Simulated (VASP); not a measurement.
Here is a VASP 6.6.1 calculation.

Contents of INCAR:

```
SYSTEM = SiBr5
  ALGO = Normal
  EDIFF = 1E-7
  ENCUT = 520
  GGA = PE
  ISIF = 2
  ISMEAR = 0
  LASPH = .True.
  LCHARG = .True.
  LELF = .True.
  LREAL = .False.
  LVHAR = .True.
  LWAVE = .False.
  NBANDS = 28
  NELM = 100
  PREC = Accurate
  SIGMA = 0.1
```

File KPOINTS:

```
k-points
0
Gamma
  12 12 4
  0 0 0
```

The input POSCAR:

```
SiBr5
1.0
    5.5139575485     -0.0000000024      0.0000000000
   -2.7569787722      4.7752273136      0.0000000000
    0.0000000000      0.0000000000      9.2130124793
Si Br
1 5
Direct
    0.0000000000      0.0000000000      0.0000000000
    0.0000000000      0.5000000000      0.5000000000
    0.3333333333      0.6666666667      0.0000000000
    0.6666666667      0.3333333333      0.0000000000
    0.5000000000      0.0000000000      0.5000000000
    0.5000000000      0.5000000000      0.5000000000
```

Potentials or basis: VASP PAW PBE potentials, release 64 (Si, Br).

The run is started by

```bash
$ cat potpaw_PBE.64/Si/POTCAR potpaw_PBE.64/Br/POTCAR > POTCAR
$ mpirun -np 1 vasp_std > vasp.out
```

**Question.** What does it give for the pressure?

**Answer.** 0.0 GPa.

**Question.** Estimate the band gap on the k mesh.

**Answer.** Zero (an odd number of electrons rules out a gap without spin polarisation).

Caveat: this functional lacks dispersion, which binds the layers, so the pressure and a relaxed spacing across them are unreliable; an odd number of electrons without spin polarisation forces a metal; a magnetic or distorted state may lie lower.
